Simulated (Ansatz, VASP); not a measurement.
**One calculation of CsCdCl2, two programs**

INCAR

```
PREC = Accurate
ENCUT = 520
EDIFF = 1E-6
ISMEAR = 0
SIGMA = 0.1
LREAL = False
LASPH = True
NELM = 100
ALGO = Normal
ISIF = 2
LWAVE = False
LCHARG = False
GGA = PE
NBANDS = 26
```

KPOINTS

```
Automatic mesh
0
Gamma
  4 4 2
```

The input POSCAR:

```
CsCdCl2
1.0
    3.8249455300      0.0000000000      0.0000000000
    0.0000000000      3.8249455300      0.0000000000
    0.0000000000      0.0000000000      7.6498910700
Cs Cd Cl
1 1 2
Direct
    0.0000000000      0.0000000000      0.5000000000
    0.0000000000      0.0000000000      0.0000000000
    0.5000000000      0.5000000000      0.2500000000
    0.5000000000      0.5000000000      0.7500000000
```

Input for Ansatz:

```yaml
crystal:
  lattice:
    - [3.82494553, 0.0, 0.0]
    - [0.0, 3.82494553, 0.0]
    - [0.0, 0.0, 7.64989107]
  atoms:
    - { symbol: Cs, position: [0.0, 0.0, 0.5] }
    - { symbol: Cd, position: [0.0, 0.0, 0.0] }
    - { symbol: Cl, position: [0.5, 0.5, 0.25] }
    - { symbol: Cl, position: [0.5, 0.5, 0.75] }
basis:
  ecutwfc: 420
kpoints:
  mp_grid: { grid: [4, 4, 2] }
hamiltonian:
  xc: pbe
scf:
  occupations: { method: gaussian, width: 0.1 }
  lower_state_search: "off"
output:
  forces: true
  stress: true
  eigenvalues: true
```

Alike in both runs: task single point; functional PBE; k mesh 4 × 4 × 2; occupations gaussian, width 0.1 eV; no spin polarisation.

|  | VASP | Ansatz |
| --- | --- | --- |
| version | VASP 6.6.1 | Ansatz 0.2.0 |
| potentials or method | VASP PAW PBE potentials, release 64 (Cs_sv, Cd, Cl), cutoff 520 eV | scalar-relativistic, plane waves, PAW |
| valence electrons in the cell | 35 | 43 |

```tsv
	VASP	Ansatz	Ansatz less VASP
gap on the k mesh at the Fermi level (eV)	none	none	-
pressure (GPa)	3.1	3.0	-0.08
traceless stress, the component that is largest in VASP (GPa)	0.24	0.25	+0.007
rms of the force components (eV/Å)	0.301	0.298	-0.0030
```

Atom by atom the forces differ by 0.003 eV/Å (rms over components). A gap of «none» marks a metal or a gap that the smearing closes. VASP's potentials hold 35 valence electrons a cell and Ansatz's 43, so a difference there can come from the potentials and not from the codes.

The k mesh is coarse, so the values compare programs but aren't converged. Spin-orbit coupling is off throughout.
